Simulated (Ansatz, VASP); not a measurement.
# One calculation of Sn, two programs

The input INCAR:

```
SYSTEM = Sn
PREC = Accurate ; ENCUT = 500
EDIFF = 1E-6 ; ISMEAR = 0
SIGMA = 0.05 ; LREAL = .FALSE.
LASPH = .TRUE. ; NELM = 120
ALGO = Normal ; ISIF = 2
LWAVE = .FALSE. ; LCHARG = .FALSE.
GGA = PE ; NBANDS = 13
GGA_COMPAT = .FALSE.
```

Contents of KPOINTS:

```
regular mesh
0
G
  8 8 8
  0 0 0
```

POSCAR

```
Sn
1.0
    0.0000000000      2.4124845670      2.4124845670
    2.4124845670      0.0000000000      2.4124845670
    2.4124845670      2.4124845670      0.0000000000
Sn
1
Direct
    0.0000000000      0.0000000000      0.0000000000
```

Input for Ansatz:

```yaml
crystal:
  lattice:
    - [0.0, 2.412484567, 2.412484567]
    - [2.412484567, 0.0, 2.412484567]
    - [2.412484567, 2.412484567, 0.0]
  atoms:
    - { symbol: Sn, position: [0.0, 0.0, 0.0] }
basis:
  ecutwfc: 600
  ecutrho_ratio: 5
kpoints:
  mp_grid: { grid: [8, 8, 8] }
hamiltonian:
  xc: pbe
scf:
  occupations: { method: gaussian, width: 0.05 }
output:
  forces: true
  stress: true
  eigenvalues: true
```

Alike in both runs: task single point; functional PBE; k mesh 8 × 8 × 8; occupations gaussian, width 0.05 eV; no spin polarisation.

```csv
,VASP,Ansatz
version,VASP 6.6.1,Ansatz 0.2.0
potentials or method,"VASP PAW PBE potentials, release 64 (Sn_d), cutoff 500 eV","scalar-relativistic, plane waves, PAW"
valence electrons in the cell,14,14
```

|  | VASP | Ansatz | Ansatz less VASP |
| --- | --- | --- | --- |
| gap on the k mesh at the Fermi level (eV) | none | none | - |
| pressure (GPa) | 0.0 | 0.0 | -0.06 |

A gap of «none» marks a metal or a gap that the smearing closes.
